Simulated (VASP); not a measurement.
# ZnO (P6_3mc) in VASP: a series of runs

Aim: see how the results for ZnO move with the level of theory and the settings. Levels: r2SCAN+rVV10, PBE+D3(BJ), BLYP+D3(BJ), revPBE. Tasks: single point.

Everything below comes from runs of VASP 6.6.1. Logs are shortened: lines on timing, memory, paths and dates and some standing lists are left out, and cuts for length are marked.

**1. The cell of the first run**

It takes space group P6_3mc (No. 186, hexagonal). The conventional cell has a = 3.249 Å, b = 3.249 Å, c = 5.206 Å, α = 90.00°, β = 90.00°, γ = 120.00°. Zn (site symmetry 3m) has 4 O at 1.97 to 1.98 Å within 2.6 Å. Within 2.6 Å of O (site symmetry 3m) lie 4 Zn at 1.97 to 1.98 Å.

**2. Single point, r2SCAN+rVV10**

Contents of POSCAR:

```
ZnO
1.0
    3.2493080000      0.0000000000      0.0000000000
   -1.6246540000      2.8139832727      0.0000000000
    0.0000000000      0.0000000000      5.2057090000
Zn O
2 2
Direct
    0.6666666667      0.3333333333      0.0000000000
    0.3333333333      0.6666666667      0.5000000000
    0.3333333333      0.6666666667      0.8790100000
    0.6666666667      0.3333333333      0.3790100000
```

Contents of INCAR.step1:

```
PREC = Accurate
ENCUT = 1480
ISMEAR = 0
SIGMA = 0.1
LREAL = False
LASPH = True
NELM = 120
NBANDS = 26
GGA = PE
ALGO = Normal
EDIFF = 1E-5
LWAVE = True
LCHARG = False
GGA_COMPAT = False
```

Contents of INCAR.step2:

```
PREC = Accurate
ENCUT = 1480
EDIFF = 1E-6
ISMEAR = 0
SIGMA = 0.1
LREAL = False
LASPH = True
NELM = 120
ALGO = Normal
ISIF = 2
LWAVE = False
LCHARG = True
METAGGA = R2SCAN
LMIXTAU = True
LUSE_VDW = True
IVDW_NL = 2
BPARAM = 11.95
CPARAM = 0.0093
LELF = True
LVHAR = True
NBANDS = 26
ISTART = 1
GGA_COMPAT = False
```

Contents of KPOINTS:

```
Automatic mesh
0
Gamma
  9 9 5
```

Potentials or basis: VASP PAW PBE potentials, release 64 (Zn, O_h).

Run with:

```console
$ cat potpaw_PBE.64/Zn/POTCAR potpaw_PBE.64/O_h/POTCAR > POTCAR
$ cp INCAR.step1 INCAR
$ mpirun -np 1 vasp_std > vasp.out
$ cp INCAR.step2 INCAR
$ mpirun -np 1 vasp_std > vasp.out
```

OUTCAR:

```text
PREC = Accurate
   ENCUT = 1480
   EDIFF = 1E-6
   ISMEAR = 0
   LREAL = False
   LASPH = True
   NELM = 120
   ISIF = 2
   METAGGA = R2SCAN
   IVDW_NL = 2
   BPARAM = 11.95
   ISTART = 1

 ion  position               nearest neighbor table
   1  0.667  0.333  0.000-   4 1.97   3 1.98   3 1.98   3 1.98
   2  0.333  0.667  0.500-   3 1.97   4 1.98   4 1.98   4 1.98
   3  0.333  0.667  0.879-   2 1.97   1 1.98   1 1.98   1 1.98
   4  0.667  0.333  0.379-   1 1.97   2 1.98   2 1.98   2 1.98

  LATTYP: Found a hexagonal cell.
 ALAT       =     3.2493080000
 C/A-ratio  =     1.6020977390

  Lattice vectors:

 A1 = (   3.2493080000,   0.0000000000,   0.0000000000)
 A2 = (  -1.6246540000,   2.8139832727,   0.0000000000)
 A3 = (   0.0000000000,   0.0000000000,   5.2057090000)

Analysis of symmetry for initial positions (statically):
=====================================================================
 Subroutine PRICEL returns:
 Original cell was already a primitive cell.

 Routine SETGRP: Setting up the symmetry group for a
 hexagonal supercell.

 Subroutine GETGRP returns: Found 12 space group operations
 (whereof  6 operations were pure point group operations)
 out of a pool of 24 trial point group operations.

The static configuration has the point symmetry C_3v.
 The point group associated with its full space group is C_6v.

Analysis of symmetry for dynamics (positions and initial velocities):
=====================================================================
 Subroutine PRICEL returns:
 Original cell was already a primitive cell.

 Routine SETGRP: Setting up the symmetry group for a
 hexagonal supercell.

 Subroutine GETGRP returns: Found 12 space group operations
 (whereof  6 operations were pure point group operations)
 out of a pool of 24 trial point group operations.

The dynamic configuration has the point symmetry C_3v.
 The point group associated with its full space group is C_6v.

 Subroutine INISYM returns: Found 12 space group operations
 (whereof  6 operations are pure point group operations),
 and found     1 'primitive' translations

----------------------------------------------------------------------------------------

                                     Primitive cell

  volume of cell :      47.5984

  direct lattice vectors                    reciprocal lattice vectors
     3.249308000  0.000000000  0.000000000     0.307757836  0.177684070  0.000000000
    -1.624654000  2.813983273  0.000000000     0.000000000  0.355368139  0.000000000
     0.000000000  0.000000000  5.205709000     0.000000000  0.000000000  0.192096792

  length of vectors
     3.249308000  3.249308000  5.205709000     0.355368139  0.355368139  0.192096792

  position of ions in fractional coordinates (direct lattice)
     0.666666667  0.333333333  0.000000000
     0.333333333  0.666666667  0.500000000
     0.333333333  0.666666667  0.879010000
     0.666666667  0.333333333  0.379010000

  ion indices of the primitive-cell ions
   primitive index   ion index
                 1           1
                 2           2
                 3           3
                 4           4

----------------------------------------------------------------------------------------

 KPOINTS: Automatic mesh

Automatic generation of k-mesh.
 Grid dimensions read from file:
 generate k-points for:    9    9    5

 Generating k-lattice:

  Cartesian coordinates                     Fractional coordinates (reciprocal lattice)
     0.034195315  0.019742674  0.000000000     0.111111111  0.000000000  0.000000000
     0.000000000  0.039485349  0.000000000     0.000000000  0.111111111  0.000000000
     0.000000000  0.000000000  0.038419358     0.000000000  0.000000000  0.200000000

  Length of vectors
     0.039485349  0.039485349  0.038419358

  Shift w.r.t. Gamma in fractional coordinates (k-lattice)
     0.000000000  0.000000000  0.000000000

 Subroutine IBZKPT returns following result:
 ===========================================

 Found     36 irreducible k-points:

 Following reciprocal coordinates:
            Coordinates               Weight
  0.000000  0.000000  0.000000      1.000000
  0.111111  0.000000  0.000000      6.000000
  0.222222  0.000000  0.000000      6.000000
  0.333333  0.000000  0.000000      6.000000
  0.444444  0.000000  0.000000      6.000000
  0.111111  0.111111  0.000000      6.000000
[... 16 lines left out ...]
  0.333333  0.222222  0.200000     24.000000
  0.333333  0.333333  0.200000      4.000000
 [... further k-points ...]
   k-points           NKPTS =     36   k-points in BZ     NKDIM =     36   number of bands    NBANDS=     26
   number of dos      NEDOS =    301   number of ions     NIONS =      4
   total plane-waves  NPLWV = 123480
   dimension x,y,z NGX =    42 NGY =   42 NGZ =   70
   dimension x,y,z NGXF=    84 NGYF=   84 NGZF=  140
   ions per type =               2   2
   NGX,Y,Z   is equivalent  to a cutoff of  21.49, 21.49, 22.35 a.u.
   NGXF,Y,Z  is equivalent  to a cutoff of  42.98, 42.98, 44.71 a.u.
 SYSTEM =  unknown system
   PREC   = accura    normal or accurate (medium, high low for compatibility)
   ISTART =      1    job   : 0-new  1-cont  2-samecut
   ICHARG =      0    charge: 1-file 2-atom 10-const
   ISPIN  =      1    spin polarized calculation?
   LNONCOLLINEAR =      F non collinear calculations
   LSORBIT =      F    spin-orbit coupling
   LASPH  =      T    aspherical Exc in radial PAW
   ENCUT  = 1480.0 eV 108.78 Ry   10.43 a.u.  10.19 10.19 16.33*2*pi/ulx,y,z
   NELM   =    120;   NELMIN=  2; NELMDL=  0     # of ELM steps
   EDIFF  = 0.1E-05   stopping-criterion for ELM
   LREAL  =      F    real-space projection
[... 7 lines left out ...]
   TEBEG  =    0.0;   TEEND  =   0.0 temperature during run
   PSTRESS=    0.0 pullay stress
   NELECT =      36.0000    total number of electrons
   NUPDOWN=      -1.0000    fix difference up-down
   EMIN   =  10.00;   EMAX   =-10.00  energy-range for DOS
   EFERMI =   0.00;   METHOD = LEGACY
   ISMEAR =     0;   SIGMA  =   0.10  broadening in eV -4-tet -1-fermi 0-gaus
   EFERMI_NEDOS =   21; number of points for ismear=-14 and -15
   IALGO  =     38    algorithm
   IMIX   =      4    mixing-type and parameters
     AMIX     =   0.40;   BMIX     =  1.00
     AMIX_MAG =   1.60;   BMIX_MAG =  1.00
  volume/ion in A,a.u.               =      11.90        80.30
  Fermi-wavevector in a.u.,A,eV,Ry     =   1.491574  2.818667 30.270160  2.224794
  Thomas-Fermi vector in A             =   2.604212
   LORBIT       =      0    0 simple, 1 ext, 2 COOP (PROOUT), +10 PAW based schemes
   METAGGA = R2SCAN    functional components
   LHFCALC =     F    Hartree Fock is set to
   AEXX    =    0.0000 exact exchange contribution
   IVDW_NL    =     2    kernel type
   BPARAM     =11.9500
   IVDW    =     0    specifies the selected vdW correction
   LEPSILON=     F    determine dielectric tensor
   LRPA    =     F    only Hartree local field effects (RPA)
 non-spin polarized calculation
 Gauss-broadening in eV      SIGMA  =   0.10
  energy-cutoff  :     1480.00
  volume of cell :       47.60
 maximum number of plane-waves:      6179
 NGX is ok and might be reduce to    42
   NGX = 21   NGY = 21   NGZ = 33

 number of electron      36.0000002 magnetization

 Free energy of the ion-electron system (eV)
  ---------------------------------------------------
  ext. energy  EPLUGINS =         0.00000000
  ---------------------------------------------------
  free energy    TOTEN  =       -35.27112362 eV

  energy without entropy =      -35.27112362  energy(sigma->0) =      -35.27112362

 E-fermi :   1.5489     XC(G=0): -11.7272

 val. band max:        1.1460200403   @ k =   0.0000   0.0000   0.0000
 cond. band min:       2.3226827611   @ k =   0.0000   0.0000   0.0000
 fundamental gap:      1.1766627208
 Fermi energy:         1.5489000411

 k-point     1 :       0.0000    0.0000    0.0000
  band No.  band energies     occupation
      1     -17.9345      2.00000
      2     -17.2383      2.00000
      3      -4.6505      2.00000
      4      -4.6505      2.00000
      5      -4.6082      2.00000
      6      -4.5500      2.00000
[... 18 lines left out ...]
     25      16.1672      0.00000
     26      16.1672      0.00000

 k-point     2 :       0.1111    0.0000    0.0000
  band No.  band energies     occupation
      1     -17.8703      2.00000
      2     -17.2105      2.00000
      3      -4.7248      2.00000
      4      -4.6107      2.00000
      5      -4.5656      2.00000
      6      -4.4862      2.00000
[... 18 lines left out ...]
     25      16.2910      0.00000
     26      16.3195      0.00000

 k-point     3 :       0.2222    0.0000    0.0000
  band No.  band energies     occupation
      1     -17.6993      2.00000
      2     -17.1444      2.00000
      3      -4.8660      2.00000
      4      -4.5435      2.00000
      5      -4.5166      2.00000
      6      -4.4093      2.00000
[... 18 lines left out ...]
     25      15.3145      0.00000
     26      16.2451      0.00000

 k-point     4 :       0.3333    0.0000    0.0000
  band No.  band energies     occupation
      1     -17.4825      2.00000
      2     -17.0837      2.00000
      3      -4.9399      2.00000
      4      -4.5830      2.00000
      5      -4.4286      2.00000
      6      -4.2331      2.00000
[... 18 lines left out ...]
     25      15.3199      0.00000
     26      16.0687      0.00000
[... 496 lines left out ...]
      1     -17.3457      2.00000
      2     -17.0941      2.00000
      3      -4.7863      2.00000
      4      -4.7121      2.00000
      5      -4.3450      2.00000
      6      -4.2991      2.00000
[... 18 lines left out ...]
     25      13.8467      0.00000
     26      17.1769      0.00000

 k-point    23 :       0.3333    0.2222    0.2000
  band No.  band energies     occupation
      1     -17.2102      2.00000
      2     -17.0860      2.00000
      3      -4.7257      2.00000
      4      -4.5417      2.00000
      5      -4.3720      2.00000
      6      -4.1710      2.00000
[... 18 lines left out ...]
     25      14.6465      0.00000
     26      16.2985      0.00000

 k-point    24 :       0.3333    0.3333    0.2000
  band No.  band energies     occupation
      1     -17.1236      2.00000
      2     -17.1236      2.00000
      3      -4.6423      2.00000
      4      -4.4176      2.00000
      5      -4.4176      2.00000
      6      -4.0652      2.00000
[... 18 lines left out ...]
     25      15.2628      0.00000
     26      16.6231      0.00000

 [... further k-points ...]

------------------------ aborting loop because EDIFF is reached ----------------------------------------

  FORCE on cell =-STRESS in cart. coord.  units (eV):
  Direction    XX          YY          ZZ          XY          YZ          ZX
  --------------------------------------------------------------------------------------
  -------------------------------------------------------------------------------------
  Total       -0.5969892     -0.5969892     -0.1083946      0.0000000      0.0000000     -0.0000000
  in kB      -20.0948516    -20.0948516     -3.6485967      0.0000000      0.0000000     -0.0000000
  external PRESSURE =     -14.6127666 kB  Pullay stress =       0.0000000 kB

 VOLUME and BASIS-vectors are now :
 -----------------------------------------------------------------------------
  energy-cutoff  :     1480.00
  volume of cell :       47.60
      direct lattice vectors                 reciprocal lattice vectors
     3.249308000  0.000000000  0.000000000     0.307757836  0.177684070  0.000000000
    -1.624654000  2.813983273  0.000000000     0.000000000  0.355368139  0.000000000
     0.000000000  0.000000000  5.205709000     0.000000000  0.000000000  0.192096792

 POSITION                                       TOTAL-FORCE (eV/Angst)
 -----------------------------------------------------------------------------------
      1.62465      0.93799      0.00000         0.000000      0.000000     -0.073210
     -0.00000      1.87599      2.60285         0.000000     -0.000000     -0.073210
     -0.00000      1.87599      4.57587         0.000000     -0.000000      0.073210
      1.62465      0.93799      1.97302        -0.000000      0.000000      0.073210
 -----------------------------------------------------------------------------------
    total drift:                                0.000000      0.000000     -0.006978

  FREE ENERGIE OF THE ION-ELECTRON SYSTEM (eV)
  ---------------------------------------------------
  free  energy   TOTEN  =       -35.2711236239 eV

  energy  without entropy=      -35.2711236239  energy(sigma->0) =      -35.27112362
```

Wall time 20 min (1 thread of Intel Xeon Platinum 8375C at 2.90GHz (Ice Lake), shared host); peak memory 0.91 GiB.

Results:

| Item | Value |
| --- | --- |
| Free energy | -35.2711 eV |
| Pressure | -1.5 GPa |
| Largest force | 0.073 eV/Å |
| Band gap on the k mesh | 1.18 eV |

Forces on the atoms (eV/Å):
```
Zn   0.000  0.000 -0.073
Zn   0.000  0.000 -0.073
O    0.000  0.000  0.073
O    0.000  0.000  0.073
```

Caveat: the PAW data sets were made with another functional, which shifts forces and pressure a little. r2SCAN opens gaps a little over a GGA but as a rule still falls short of measured ones.

**3. Single point, PBE+D3(BJ)**

Contents of INCAR:

```
SYSTEM = ZnO
PREC     = Accurate       ! precision mode
ENCUT    = 1340           ! plane-wave cutoff, eV
EDIFF    = 1E-6           ! SCF threshold, eV
ISMEAR   = -1             ! smearing method
SIGMA    = 0.05           ! smearing width, eV
LREAL    = .FALSE.        ! projectors in reciprocal space
LASPH    = .TRUE.         ! aspherical terms in the spheres
NELM     = 120            ! most SCF steps
ALGO     = Normal         ! electronic algorithm
ISIF     = 2              ! what is computed and relaxed
LWAVE    = .FALSE.        ! write WAVECAR
LCHARG   = .FALSE.        ! write CHGCAR
GGA      = PE             ! functional
IVDW     = 12             ! dispersion correction
NBANDS   = 26             ! bands
GGA_COMPAT= .FALSE.
```

Contents of KPOINTS:

```
regular mesh
0
G
  9 9 5
  0 0 0
```

POSCAR is that of step 2.

Potentials or basis: VASP PAW PBE potentials, release 64 (Zn, O_h).

Run with:

```console
$ cat potpaw_PBE.64/Zn/POTCAR potpaw_PBE.64/O_h/POTCAR > POTCAR
$ mpirun -np 1 vasp_std > vasp.out
```

Run time: 1.7 min. Hardware: 1 thread of Intel Xeon Platinum 8488C (Sapphire Rapids), shared host; peak memory 0.39 GiB.

Results (log left out):

* Free energy: -18.7340 eV
* Pressure: 2.7 GPa
* Largest force: 0.072 eV/Å
* Band gap on the k mesh: 0.79 eV
* Dispersion energy per atom: -0.224 eV

Forces in eV/Å, atoms in the order of the input:
```
Zn   0.000  0.000 -0.072
Zn   0.000  0.000 -0.072
O    0.000  0.000  0.072
O    0.000  0.000  0.072
```

Stress tensor (GPa, compression positive):
```
2.15 0.00 0.00
0.00 2.15 0.00
0.00 0.00 3.94
```

Levels at points of the mesh, in eV from the valence-band top:
| k point | band 15 | band 16 | band 17 | band 18 | band 19 | band 20 | band 21 | band 22 |
| --- | --- | --- | --- | --- | --- | --- | --- | --- |
| (0.00, 0.00, 0.00) | -0.81 | -0.07 | 0.00 | 0.00 | 0.79 | 5.21 | 8.26 | 12.85 |

Caveat: semilocal functionals underestimate gaps, and a narrow one can read as zero.

**4. Single point, BLYP+D3(BJ)**

Contents of INCAR:

```
AGGAC = 1.0 ; AGGAX = 1.0
ALDAC = 0.0 ; ALDAX = 1.0
ALGO = Normal ; EDIFF = 1E-6
ENCUT = 1340 ; GGA = B5
GGA_COMPAT = F ; ISIF = 2
ISMEAR = -1 ; IVDW = 12
LASPH = T ; LCHARG = F
LREAL = F ; LWAVE = F
NBANDS = 26 ; NELM = 120
PREC = Accurate ; SIGMA = 0.05
VDW_A1 = 0.4298 ; VDW_A2 = 4.2359
VDW_S6 = 1.0 ; VDW_S8 = 2.6996
```

Contents of KPOINTS:

```
k-points
0
Gamma
  9 9 5
```

POSCAR is that of step 3.

Potentials or basis: VASP PAW PBE potentials, release 64 (Zn, O_h).

Run with:

```console
$ cat potpaw_PBE.64/Zn/POTCAR potpaw_PBE.64/O_h/POTCAR > POTCAR
$ mpirun -np 1 vasp_std > vasp.out
```

OUTCAR:

```text
EDIFF = 1E-6
   ENCUT = 1340
   GGA = B5
   ISIF = 2
   ISMEAR = -1
   IVDW = 12
   LASPH = T
   LREAL = F
   NELM = 120
   PREC = Accurate
 IVDW          = 12

 ion  position               nearest neighbor table
   1  0.667  0.333  0.000-   4 1.97   3 1.98   3 1.98   3 1.98
   2  0.333  0.667  0.500-   3 1.97   4 1.98   4 1.98   4 1.98
   3  0.333  0.667  0.879-   2 1.97   1 1.98   1 1.98   1 1.98
   4  0.667  0.333  0.379-   1 1.97   2 1.98   2 1.98   2 1.98

  LATTYP: Found a hexagonal cell.
[... 899 lines left out ...]

  FORCE on cell =-STRESS in cart. coord.  units (eV):
  Direction    XX          YY          ZZ          XY          YZ          ZX
  --------------------------------------------------------------------------------------
  -------------------------------------------------------------------------------------
  Total       0.89200     0.89200     1.54068     0.00000     0.00000     0.00000
  in kB      30.02488    30.02488    51.85985     0.00000     0.00000     0.00000
  external pressure =       37.30 kB  Pullay stress =        0.00 kB

 VOLUME and BASIS-vectors are now :
 -----------------------------------------------------------------------------
  energy-cutoff  :     1340.00
  volume of cell :       47.60
      direct lattice vectors                 reciprocal lattice vectors
     3.249308000  0.000000000  0.000000000     0.307757836  0.177684070  0.000000000
    -1.624654000  2.813983273  0.000000000     0.000000000  0.355368139  0.000000000
     0.000000000  0.000000000  5.205709000     0.000000000  0.000000000  0.192096792

 POSITION                                       TOTAL-FORCE (eV/Angst)
 -----------------------------------------------------------------------------------
      1.62465      0.93799      0.00000         0.000000      0.000000     -0.067987
     -0.00000      1.87599      2.60285        -0.000000     -0.000000     -0.067987
     -0.00000      1.87599      4.57587        -0.000000      0.000000      0.067987
      1.62465      0.93799      1.97302         0.000000      0.000000      0.067987
 -----------------------------------------------------------------------------------
    total drift:                                0.000000     -0.000000      0.000179

  FREE ENERGIE OF THE ION-ELECTRON SYSTEM (eV)
  ---------------------------------------------------
  free  energy   TOTEN  =       -18.3121917559 eV

  energy  without entropy=      -18.3121909493  energy(sigma->0) =      -18.31219135
```

stdout:

```text
POSCAR found type information on POSCAR ZnO
 POSCAR found :  2 types and       4 ions
 scaLAPACK will be used
 -----------------------------------------------------------------------------
|                                                                             |
|                                                                             |
|     You enforced a specific xc type in the INCAR file but a different       |
|     I HOPE YOU KNOW WHAT YOU ARE DOING!                                     |
|                                                                             |
 -----------------------------------------------------------------------------

 LDA part: xc-table for (Slater(with rela. corr.)+VWN5), standard interpolation
 POSCAR, INCAR and KPOINTS ok, starting setup
 FFT: planning ... GRIDC
 FFT: planning ... GRID_SOFT
 FFT: planning ... GRID
 WAVECAR not read
 entering main loop
```

It took 3.1 min on 1 thread of Intel Xeon Platinum 8488C (Sapphire Rapids), shared host; peak memory 0.39 GiB.

What came out:

- Free energy: -18.3122 eV
- Pressure: 3.7 GPa
- Largest force: 0.068 eV/Å
- Band gap on the k mesh: 0.97 eV
- Dispersion energy per atom: -0.480 eV

Forces in eV/Å, atoms in the order of the input:
```
Zn   0.000  0.000 -0.068
Zn   0.000  0.000 -0.068
O    0.000  0.000  0.068
O    0.000  0.000  0.068
```

Levels at points of the mesh, in eV from the valence-band top:
```
           k point  band 16  band 17  band 18  band 19  band 20  band 21
(0.00, 0.00, 0.00)    -0.07     0.00     0.00     0.97     5.29     8.44
```

Caveat: the cell stands under pressure; the PAW data sets were made with another functional, which shifts forces and pressure a little.

(Part 1 of 2 ends here.)
